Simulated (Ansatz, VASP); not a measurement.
SnTe in VASP and in Ansatz

INCAR

```
ALGO = Normal
EDIFF = 1E-6
ENCUT = 500
GGA = PS
GGA_COMPAT = False
ISIF = 2
ISMEAR = 0
LASPH = True
LCHARG = True
LELF = True
LREAL = False
LVHAR = True
LWAVE = False
NBANDS = 17
NELM = 120
PREC = Accurate
SIGMA = 0.03
```

The input KPOINTS:

```
k-points
0
Gamma
  10 10 10
```

POSCAR

```
SnTe
1.0
    0.0000000000      3.2196300000      3.1565000000
    3.2196300000      0.0000000000      3.1565000000
    3.2196300000      3.2196300000      0.0000000000
Sn Te
1 1
Direct
    0.0000000000      0.0000000000      0.0000000000
    0.5000000000      0.5000000000      0.5000000000
```

Input for Ansatz:

```yaml
crystal:
  lattice:
    - [0.0, 3.21963, 3.1565]
    - [3.21963, 0.0, 3.1565]
    - [3.21963, 3.21963, 0.0]
  atoms:
    - { symbol: Sn, position: [0.0, 0.0, 0.0] }
    - { symbol: Te, position: [0.5, 0.5, 0.5] }
basis:
  ecutwfc: 420
kpoints:
  mp_grid: { grid: [10, 10, 10] }
hamiltonian:
  xc: pbesol
scf:
  occupations: { method: gaussian, width: 0.03 }
output:
  forces: true
  stress: true
  eigenvalues: true
```

Change from the starting cell: strain +0.0200 x Voigt [1, 1, 0, 0, 0, 0], atoms carried along.

Alike in both runs: task single point; functional PBEsol; k mesh 10 × 10 × 10; occupations gaussian, width 0.03 eV; no spin polarisation.

```csv
,VASP,Ansatz
version,VASP 6.6.1,Ansatz 0.2.0
potentials or method,"VASP PAW PBE potentials, release 64 (Sn_d, Te), cutoff 500 eV","scalar-relativistic, plane waves, PAW"
valence electrons in the cell,20,30
```

Ansatz gave:

| Property | Result |
| --- | --- |
| gap on the k mesh at the Fermi level (eV) | 0.03 |
| least direct gap on the mesh (eV) | 0.03 |
| pressure (GPa) | -2.1 |
| traceless stress, the component that is largest in VASP (GPa) | 1.47 |

Which values does VASP return?

gap on the k mesh at the Fermi level (eV): 0.03; least direct gap on the mesh (eV): 0.03; pressure (GPa): -2.1; traceless stress, the component that is largest in VASP (GPa): 1.48.

VASP's potentials were made for PBE, not for PBEsol. With one functional, cell and mesh, what is left measures potentials, basis and numerics. VASP's potentials hold 20 valence electrons a cell and Ansatz's 30, so a difference there can come from the potentials and not from the codes.

Neither program's run includes spin-orbit coupling.
